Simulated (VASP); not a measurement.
Here is a VASP 6.6.1 calculation.

Contents of INCAR:

```
SYSTEM = Si
  PREC = Accurate
  ENCUT = 520
  EDIFF = 1E-8
  ISMEAR = -1
  SIGMA = 0.08
  LREAL = .False.
  LASPH = .True.
  NELM = 100
  ALGO = Normal
  ISIF = 2
  LWAVE = .False.
  LCHARG = .False.
  GGA = CA
  LEFG = .True.
  NBANDS = 11
```

Contents of KPOINTS:

```
Automatic mesh
0
Gamma
  11 11 11
  0 0 0
```

Contents of POSCAR:

```
Si
1.0
    0.0814641000      2.7562020500      2.7562020500
    2.7562020500      0.0814641000      2.7562020500
    2.7562020500      2.7562020500      0.0814641000
Si
2
Direct
    0.5000000000      0.5000000000      0.5000000000
    0.7500000000      0.7500000000      0.7500000000
```

Potentials or basis: VASP PAW LDA potentials, release 64 (Si).

Launch:

```bash
$ cat potpaw_LDA.64/Si/POTCAR > POTCAR
$ mpirun -np 1 vasp_std > vasp.out
```

(1) What does it give for the largest force?

(2) Estimate the pressure.

Answers

(1) 0.415 eV/Å.

(2) -1.2 GPa.

Caveat: the cell differs from its parent crystal (equal xy, yz and zx shear strains of +3 %); without QUAD_EFG the Cq values of the log hold for a quadrupole moment of 1 mb, not for the nuclei.
